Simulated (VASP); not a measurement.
Write the native input for VASP 6.6.1 that does the following.

* Task: relaxation of shape and atoms at fixed volume
* Functional: PBEsol
* Potentials or basis: VASP PAW PBE potentials, release 64 (Sn_d)
* Cutoff: 600 eV
* k mesh: 14 × 14 × 14
* Occupations: gaussian, width 0.1 eV
* Spin: no spin polarisation
* Dipole correction: no
* Further INCAR settings: ALGO = Fast; EDIFF = 1e-06; IBRION = 2; EDIFFG = -0.01; NSW = 50; ISIF = 4

The structure of Sn lies in POSCAR:

```
Sn
1.0
   -2.7913005589      2.7913005589      1.5177442782
    2.7913005589     -2.7913005589      1.5177442782
    2.7913005589      2.7913005589     -1.5177442782
Sn
2
Direct
    0.7500000000      0.2500000000      0.5000000000
    0.0000000000      0.0000000000      0.0000000000
```

This cell differs from its parent crystal: volume scaled by 0.88.

The input as run:

INCAR

```
PREC = Accurate ; ENCUT = 600
EDIFF = 1E-6 ; ISMEAR = 0
SIGMA = 0.1 ; LREAL = False
LASPH = True ; NELM = 80
ALGO = Fast ; ISIF = 4
LWAVE = False ; LCHARG = False
GGA = PS ; IBRION = 2
NSW = 50 ; EDIFFG = -0.01
```

KPOINTS

```
regular mesh
0
Gamma
  14 14 14
```

Potentials or basis: VASP PAW PBE potentials, release 64 (Sn_d).

Command:

```bash
$ cat potpaw_PBE.64/Sn_d/POTCAR > POTCAR
$ mpirun -np 1 vasp_std > vasp.out
```

Results of the run:

* Energy gained by relaxing: 0.0 meV/atom
* Ionic steps: 2
* Pressure after relaxing: 9.8 GPa
* Band gap on the k mesh: zero (band 14 reaches 11.40 eV, above the bottom of band 15 at 6.55 eV)

Caveat: the PAW data sets were made with another functional, which shifts forces and pressure a little; spin-orbit coupling is left out, which moves the levels of the heavy elements.

Run time: 7.8 min on 1 thread of Oxide Virtual Turin-like Processor, on a shared host, peak memory 0.33 GiB.
